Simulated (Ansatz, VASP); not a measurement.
## Si2Ni: VASP beside Ansatz

INCAR

```
PREC = Accurate ; ENCUT = 520
EDIFF = 1E-7 ; ISMEAR = 0
SIGMA = 0.15 ; LREAL = F
LASPH = T ; NELM = 80
ALGO = Normal ; ISIF = 2
LWAVE = F ; LCHARG = F
GGA = PS ; NBANDS = 16
```

File KPOINTS:

```
regular mesh
0
Gamma
  16 16 16
```

The input POSCAR:

```
Si2Ni
1.0
    0.0000000000      2.6620085441      2.6957048548
    2.7294011655      0.0000000000      2.6957048548
    2.7294011655      2.6620085441      0.0000000000
Si Ni
2 1
Direct
    0.2500000000      0.2500000000      0.2500000000
    0.7500000000      0.7500000000      0.7500000000
    0.0000000000      0.0000000000      0.0000000000
```

Input for Ansatz:

```yaml
crystal:
  lattice:
    - [0.0, 2.6620085441, 2.6957048548]
    - [2.7294011655, 0.0, 2.6957048548]
    - [2.7294011655, 2.6620085441, 0.0]
  atoms:
    - { symbol: Si, position: [0.25, 0.25, 0.25] }
    - { symbol: Si, position: [0.75, 0.75, 0.75] }
    - { symbol: Ni, position: [0.0, 0.0, 0.0] }
basis:
  ecutwfc: 420
kpoints:
  mp_grid: { grid: [16, 16, 16] }
hamiltonian:
  xc: pbesol
scf:
  occupations: { method: gaussian, width: 0.15 }
output:
  forces: true
  stress: true
  eigenvalues: true
```

Change from the starting cell: strain +0.0125 x Voigt [1, -1, 0, 0, 0, 0], atoms carried along.

Alike in both runs: task single point; functional PBEsol; k mesh 16 × 16 × 16; occupations gaussian, width 0.15 eV; no spin polarisation.

|  | VASP | Ansatz |
| --- | --- | --- |
| version | VASP 6.6.1 | Ansatz 0.2.0 |
| potentials or method | VASP PAW PBE potentials, release 64 (Si, Ni), cutoff 520 eV | scalar-relativistic, plane waves, PAW |
| valence electrons in the cell | 18 | 26 |

|  | VASP | Ansatz | Ansatz less VASP |
| --- | --- | --- | --- |
| gap on the k mesh at the Fermi level (eV) | none | none | - |
| pressure (GPa) | 0.0 | -0.1 | -0.14 |
| traceless stress, the component that is largest in VASP (GPa) | -0.68 | -0.69 | -0.018 |

VASP's potentials were made for PBE, not for PBEsol. A gap of «none» marks a metal or a gap that the smearing closes. With one functional, cell and mesh, what is left measures potentials, basis and numerics. VASP's potentials hold 18 valence electrons a cell and Ansatz's 26, so a difference there can come from the potentials and not from the codes.
